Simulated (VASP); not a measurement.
**BN: single point with r2SCAN+D4**

The system is BN.

```
CELL_PARAMETERS angstrom
2.46448 0.00000 0.00000
-1.23224 2.13430 0.00000
0.00000 0.00000 6.54602
ATOMIC_POSITIONS crystal
N 0.66667 0.33333 0.25000
N 0.33333 0.66667 0.75000
B 0.66667 0.33333 0.75000
B 0.33333 0.66667 0.25000
```

```yaml
Program: VASP 6.6.1
Task: single point
Functional: r2SCAN
Dispersion: D4
Potentials_or_basis: VASP PAW PBE potentials, release 64 (N, B)
Cutoff: 520 eV
k_mesh: 12 × 12 × 4
Occupations: fermi-dirac, width 0.05 eV
Spin: no spin polarisation
```

The pressure is 11.6 GPa. The band gap on the k mesh is 4.94 eV, indirect (least direct gap 5.39 eV) and the dispersion energy per atom is -0.071 eV.

Stress tensor (GPa, compression positive):
```
17.39  0.00  0.00
 0.00 17.39  0.00
 0.00  0.00 -0.02
```

Levels at points of the mesh, in eV from the valence-band top:
```
           k point  band 5  band 6  band 7  band 8  band 9  band 10  band 11  band 12
(0.00, 0.00, 0.00)   -1.30   -1.30   -1.25   -1.25    5.73    11.44    12.70    12.70
(0.50, 0.00, 0.00)   -4.37   -4.30   -1.53   -0.45    4.94     6.51    10.67    11.19
(0.00, 0.00, 0.50)   -1.28   -1.28   -1.28   -1.28    8.37     8.37    12.77    12.77
(0.50, 0.00, 0.50)   -4.33   -4.33   -0.96   -0.96    5.44     5.44    11.16    11.16
```

Wall time 68 s on 1 thread of Intel(R) Xeon(R) Platinum 8488C (Sapphire Rapids) (shared host), peak memory 0.16 GiB.

Caveat: the PAW data sets were made with another functional, which shifts forces and pressure a little. r2SCAN opens gaps a little over a GGA but as a rule still falls short of measured ones.
